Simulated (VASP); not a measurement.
# Pd (Fm-3m) in VASP: relaxation of cell and atoms with PBE

Aim: the relaxation of cell and atoms of Pd with PBE.

Everything below comes from runs of VASP 6.6.1. Logs are shortened: lines on timing, memory, paths and dates and some standing lists are left out, and cuts for length are marked.

### 1 The cell of the first run

Symmetry: Fm-3m, No. 225, cubic system. Conventional cell: a = 3.947 Å, b = 3.947 Å, c = 3.947 Å, α = 90.00°, β = 90.00°, γ = 90.00°. Within 3.7 Å of Pd (site symmetry m-3m) lie 12 Pd at 2.79 Å.

### 2 Relaxation of cell and atoms, PBE

The input, INCAR:

```
SYSTEM = Pd
ALGO = Normal
EDIFF = 1E-7
EDIFFG = -0.005
ENCUT = 600
GGA = PE
IBRION = 2
ISIF = 3
ISMEAR = -1
LASPH = .TRUE.
LCHARG = .FALSE.
LREAL = .FALSE.
LWAVE = .FALSE.
NELM = 60
NSW = 60
PREC = Accurate
SIGMA = 0.08
```

The input, KPOINTS:

```
k-points
0
G
  17 17 17
  0 0 0
```

The input, POSCAR:

```
Pd
1.0
    0.0000000000      1.9734833199      1.9734833199
    1.9734833199      0.0000000000      1.9734833199
    1.9734833199      1.9734833199      0.0000000000
Pd
1
Direct
    0.0000000000      0.0000000000      0.0000000000
```

Potentials or basis: VASP PAW PBE potentials, release 64 (Pd).

Launch:

```sh
cat potpaw_PBE.64/Pd/POTCAR > POTCAR
mpirun -np 1 vasp_std > vasp.out
```

OUTCAR:

```text
SYSTEM = Pd
   EDIFF = 1E-7
   EDIFFG = -0.005
   ENCUT = 600
   GGA = PE
   IBRION = 2
   ISIF = 3
   ISMEAR = -1
   LASPH = .TRUE.
   LREAL = .FALSE.
   NELM = 60
   NSW = 60
   PREC = Accurate

 ion  position               nearest neighbor table
   1  0.000  0.000  0.000-

  LATTYP: Found a face centered cubic cell.
 ALAT       =     3.9469666398

  Lattice vectors:

 A1 = (   0.0000000000,   1.9734833199,   1.9734833199)
 A2 = (   1.9734833199,   0.0000000000,   1.9734833199)
 A3 = (   1.9734833199,   1.9734833199,   0.0000000000)

Analysis of symmetry for initial positions (statically):
[... 33 lines left out ...]
                                     Primitive cell

  volume of cell :      15.3720

  direct lattice vectors                    reciprocal lattice vectors
     0.000000000  1.973483320  1.973483320    -0.253359121  0.253359121  0.253359121
     1.973483320  0.000000000  1.973483320     0.253359121 -0.253359121  0.253359121
     1.973483320  1.973483320  0.000000000     0.253359121  0.253359121 -0.253359121

  length of vectors
     2.790926876  2.790926876  2.790926876     0.438830871  0.438830871  0.438830871

  position of ions in fractional coordinates (direct lattice)
     0.000000000  0.000000000  0.000000000

  ion indices of the primitive-cell ions
   primitive index   ion index
                 1           1

----------------------------------------------------------------------------------------

 KPOINTS: k-points

Automatic generation of k-mesh.
 Grid dimensions read from file:
 generate k-points for:   17   17   17

 Generating k-lattice:

  Cartesian coordinates                     Fractional coordinates (reciprocal lattice)
    -0.014903478  0.014903478  0.014903478     0.058823529  0.000000000  0.000000000
     0.014903478 -0.014903478  0.014903478     0.000000000  0.058823529  0.000000000
     0.014903478  0.014903478 -0.014903478     0.000000000  0.000000000  0.058823529

  Length of vectors
     0.025813581  0.025813581  0.025813581

  Shift w.r.t. Gamma in fractional coordinates (k-lattice)
     0.000000000  0.000000000  0.000000000

 Subroutine IBZKPT returns following result:
 ===========================================

 Found    165 irreducible k-points:

 Following reciprocal coordinates:
            Coordinates               Weight
  0.000000  0.000000  0.000000      1.000000
  0.058824  0.000000  0.000000      8.000000
  0.117647  0.000000  0.000000      8.000000
  0.176471  0.000000  0.000000      8.000000
  0.235294  0.000000  0.000000      8.000000
  0.294118  0.000000  0.000000      8.000000
[... 16 lines left out ...]
 -0.176471  0.058824  0.000000     24.000000
 -0.117647  0.058824  0.000000     24.000000
 [... further k-points ...]
   k-points           NKPTS =    165   k-points in BZ     NKDIM =    165   number of bands    NBANDS=      9
   number of dos      NEDOS =    301   number of ions     NIONS =      1
   total plane-waves  NPLWV =  13824
   dimension x,y,z NGX =    24 NGY =   24 NGZ =   24
   dimension x,y,z NGXF=    48 NGYF=   48 NGZF=   48
   ions per type =               1
   NGX,Y,Z   is equivalent  to a cutoff of  14.30, 14.30, 14.30 a.u.
   NGXF,Y,Z  is equivalent  to a cutoff of  28.59, 28.59, 28.59 a.u.
 SYSTEM =  Pd
   PREC   = accura    normal or accurate (medium, high low for compatibility)
   ISTART =      0    job   : 0-new  1-cont  2-samecut
   ICHARG =      2    charge: 1-file 2-atom 10-const
   ISPIN  =      1    spin polarized calculation?
   LNONCOLLINEAR =      F non collinear calculations
   LSORBIT =      F    spin-orbit coupling
   LASPH  =      T    aspherical Exc in radial PAW
   ENCUT  =  600.0 eV  44.10 Ry    6.64 a.u.   5.57  5.57  5.57*2*pi/ulx,y,z
   NELM   =     60;   NELMIN=  2; NELMDL= -5     # of ELM steps
   EDIFF  = 0.1E-06   stopping-criterion for ELM
   LREAL  =      F    real-space projection
   EDIFFG = -.5E-02   stopping-criterion for IOM
   NSW    =     60    number of steps for IOM
   IBRION =      2    ionic relax: 0-MD 1-quasi-New 2-CG
   NFREE  =      1    steps in history (QN), initial steepest desc. (CG)
   ISIF   =      3    stress and relaxation
   ISYM   =      2    0-nonsym 1-usesym 2-fastsym
   POTIM  = 0.5000    time-step for ionic-motion
   TEBEG  =    0.0;   TEEND  =   0.0 temperature during run
   PSTRESS=    0.0 pullay stress
   NELECT =      10.0000    total number of electrons
   NUPDOWN=      -1.0000    fix difference up-down
   EMIN   =  10.00;   EMAX   =-10.00  energy-range for DOS
   EFERMI =   0.00;   METHOD = LEGACY
   ISMEAR =    -1;   SIGMA  =   0.08  broadening in eV -4-tet -1-fermi 0-gaus
   EFERMI_NEDOS =   21; number of points for ismear=-14 and -15
   IALGO  =     38    algorithm
   IMIX   =      4    mixing-type and parameters
     AMIX     =   0.40;   BMIX     =  1.00
     AMIX_MAG =   1.60;   BMIX_MAG =  1.00
  volume/ion in A,a.u.               =      15.37       103.74
  Fermi-wavevector in a.u.,A,eV,Ry     =   1.418507  2.680589 27.377114  2.012161
  Thomas-Fermi vector in A             =   2.539625
   LORBIT       =      0    0 simple, 1 ext, 2 COOP (PROOUT), +10 PAW based schemes
   GGA     = PE    functional components
   LHFCALC =     F    Hartree Fock is set to
   AEXX    =    0.0000 exact exchange contribution
   IVDW    =     0    specifies the selected vdW correction
   LEPSILON=     F    determine dielectric tensor
   LRPA    =     F    only Hartree local field effects (RPA)
 conjugate gradient relaxation of ions
 non-spin polarized calculation
  energy-cutoff  :      600.00
  volume of cell :       15.37
 maximum number of plane-waves:       532
   NGX = 11   NGY = 11   NGZ = 11

--------------------------------------- Ionic step        1  -------------------------------------------

 number of electron      10.0000000 magnetization

 Free energy of the ion-electron system (eV)
  ---------------------------------------------------
  ext. energy  EPLUGINS =         0.00000000
  ---------------------------------------------------
  free energy    TOTEN  =        -5.23923768 eV

  energy without entropy =       -5.19018290  energy(sigma->0) =       -5.21471029

------------------------ aborting loop because EDIFF is reached ----------------------------------------

  FORCE on cell =-STRESS in cart. coord.  units (eV):
  Direction    XX          YY          ZZ          XY          YZ          ZX
  --------------------------------------------------------------------------------------
  -------------------------------------------------------------------------------------
  Total       -0.0576917     -0.0576917     -0.0576917      0.0000000      0.0000000     -0.0000000
  in kB       -6.0130301     -6.0130301     -6.0130301      0.0000000      0.0000000     -0.0000000
  external PRESSURE =      -6.0130301 kB  Pullay stress =       0.0000000 kB

 VOLUME and BASIS-vectors are now :
 -----------------------------------------------------------------------------
  energy-cutoff  :      600.00
  volume of cell :       15.37
      direct lattice vectors                 reciprocal lattice vectors
     0.000000000  1.973483320  1.973483320    -0.253359121  0.253359121  0.253359121
     1.973483320  0.000000000  1.973483320     0.253359121 -0.253359121  0.253359121
     1.973483320  1.973483320  0.000000000     0.253359121  0.253359121 -0.253359121
[... 36 lines left out ...]
 POSITION                                       TOTAL-FORCE (eV/Angst)
 -----------------------------------------------------------------------------------
      0.00000      0.00000      0.00000         0.000000      0.000000     -0.000000
 -----------------------------------------------------------------------------------
    total drift:                               -0.000000      0.000000     -0.000000

  FREE ENERGIE OF THE ION-ELECTRON SYSTEM (eV)
  ---------------------------------------------------
  free  energy   TOTEN  =        -5.2391719150 eV

  energy  without entropy=       -5.1905043445  energy(sigma->0) =       -5.21483813

--------------------------------------- Ionic step        3  -------------------------------------------

 number of electron      10.0000000 magnetization

 Free energy of the ion-electron system (eV)
  ---------------------------------------------------
  ext. energy  EPLUGINS =         0.00000000
  ---------------------------------------------------
  free energy    TOTEN  =        -5.23934629 eV

  energy without entropy =       -5.19046165  energy(sigma->0) =       -5.21490397

 E-fermi :   9.1651     XC(G=0): -12.9521

 val. band max:        9.1638204391   @ k =  -0.1765   0.1765   0.0588
 cond. band min:       9.1757656747   @ k =  -0.4706   0.4706   0.0000
 fundamental gap:      0.0119452356
 Fermi energy:         9.1651101278

 k-point     1 :       0.0000    0.0000    0.0000
  band No.  band energies     occupation
      1       2.3087      2.00000
      2       6.4853      2.00000
      3       6.4853      2.00000
      4       6.4853      2.00000
      5       7.9975      2.00000
      6       7.9975      2.00000
      7      26.3293      0.00000
      8      30.8910      0.00000
      9      30.8910      0.00000

 k-point     2 :       0.0588    0.0000    0.0000
  band No.  band energies     occupation
      1       2.4305      2.00000
      2       6.4435      2.00000
      3       6.5267      2.00000
      4       6.5267      2.00000
      5       7.9780      2.00000
      6       7.9780      2.00000
      7      26.4488      0.00000
      8      30.0508      0.00000
      9      31.0222      0.00000
[... 253 lines left out ...]
 k-point    24 :      -0.1176    0.0588    0.0000
  band No.  band energies     occupation
      1       3.0429      2.00000
      2       6.2397      2.00000
      3       6.7071      2.00000
      4       6.7361      2.00000
      5       7.7874      2.00000
      6       8.0651      2.00000
      7      26.7230      0.00000
      8      27.8109      0.00000
      9      30.6402      0.00000

 [... further k-points ...]
[... 5 lines left out ...]
  --------------------------------------------------------------------------------------
  -------------------------------------------------------------------------------------
  Total        0.0008292      0.0008292      0.0008292      0.0000000     -0.0000000      0.0000000
  in kB        0.0867422      0.0867422      0.0867422      0.0000000     -0.0000000      0.0000000
  external PRESSURE =       0.0867422 kB  Pullay stress =       0.0000000 kB

 VOLUME and BASIS-vectors are now :
 -----------------------------------------------------------------------------
  energy-cutoff  :      600.00
  volume of cell :       15.32
      direct lattice vectors                 reciprocal lattice vectors
     0.000000000  1.971057052  1.971057052    -0.253670993  0.253670993  0.253670993
     1.971057052  0.000000000  1.971057052     0.253670993 -0.253670993  0.253670993
     1.971057052  1.971057052  0.000000000     0.253670993  0.253670993 -0.253670993

 POSITION                                       TOTAL-FORCE (eV/Angst)
 -----------------------------------------------------------------------------------
      0.00000      0.00000      0.00000         0.000000      0.000000      0.000000
 -----------------------------------------------------------------------------------
    total drift:                               -0.000000     -0.000000     -0.000000

  FREE ENERGIE OF THE ION-ELECTRON SYSTEM (eV)
  ---------------------------------------------------
  free  energy   TOTEN  =        -5.2393462890 eV

  energy  without entropy=       -5.1904616469  energy(sigma->0) =       -5.21490397

 reached required accuracy - stopping structural energy minimisation
```

It took 28 s on 1 thread of Intel Xeon 6975P-C (Granite Rapids), shared host; peak memory 0.16 GiB.

What came out:

```yaml
Free_energy: -5.2393 eV
Relaxed_volume: 15.32 Å³/atom
Relaxed_cell: a = 2.787 Å, b = 2.787 Å, c = 2.787 Å, α = 60.00°, β = 60.00°, γ = 60.00°
Space_group_after_relaxing_to_0.05_Å: Fm-3m (No. 225)
Energy_gained_by_relaxing: 0.1 meV/atom
Ionic_steps: 3
Pressure_after_relaxing: 0.0 GPa
Band_gap_on_the_k_mesh: zero (band 5 reaches 9.40 eV, above the bottom of band 6 at 7.94 eV)
```

The path:
```csv
step,energy change (eV),largest force (eV/Å),pressure (GPa),volume (Å³)
1,0.0000,0.0000,-0.60,15.37
2,0.0001,0.0000,0.78,15.24
3,-0.0001,0.0000,0.01,15.32
```

Final structure:
```
Pd
1.0
     0.00000    1.97106    1.97106
     1.97106    0.00000    1.97106
     1.97106    1.97106    0.00000
Pd
1
Direct
  0.00000 0.00000 0.00000
```
